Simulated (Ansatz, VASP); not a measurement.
**One calculation of Ni2Cl, two programs**

```xyz
3
Lattice="2.9449 0.0000 0.0000 -1.4724 2.5503 0.0000 0.0000 0.0000 5.8765" Properties=species:S:1:pos:R:3 pbc="T T T"
Ni    0.0000    1.7002    4.0709
Ni    0.0000    1.7002    1.8056
Cl    0.0000    0.0000    0.0000
```

Change from the starting cell: species swapped into the Te2Mo type (P-6m2, No. 187).

Alike in both runs: functional PBE; k mesh 6 × 6 × 4; occupations gaussian, width 0.1 eV; collinear spin.

Ansatz relaxed the structure, and its values are those at the end. VASP's run is a single point on that final structure, the one shown.

|  | VASP | Ansatz |
| --- | --- | --- |
| version | VASP 6.6.1 | Ansatz 0.2.0 |
| potentials or method | VASP PAW PBE potentials, release 64 (Ni, Cl), cutoff 520 eV | scalar-relativistic, plane waves, PAW |
| valence electrons in the cell | 27 | 43 |

VASP gave:

* gap on the k mesh at the Fermi level (eV): none
* pressure (GPa): 0.1
* rms of the force components (eV/Å): 0.000
* net moment per atom (μB): 0.63
* size of the moment on the site where the two differ most (μB): 0.88

Problem. Which values does Ansatz return?

Solution. gap on the k mesh at the Fermi level (eV): none; pressure (GPa): 0.0; rms of the force components (eV/Å): 0.004; net moment per atom (μB): 0.63; size of the moment on the site where the two differ most (μB): 0.89.

Site moments also hang on the region over which each program counts them. A gap of «none» marks a metal or a gap that the smearing closes. The functional is the same, so the differences come from potentials, cutoffs and numerics. VASP's potentials hold 27 valence electrons a cell and Ansatz's 43, so a difference there can come from the potentials and not from the codes.

The k mesh is coarse, so the values compare programs but aren't converged.
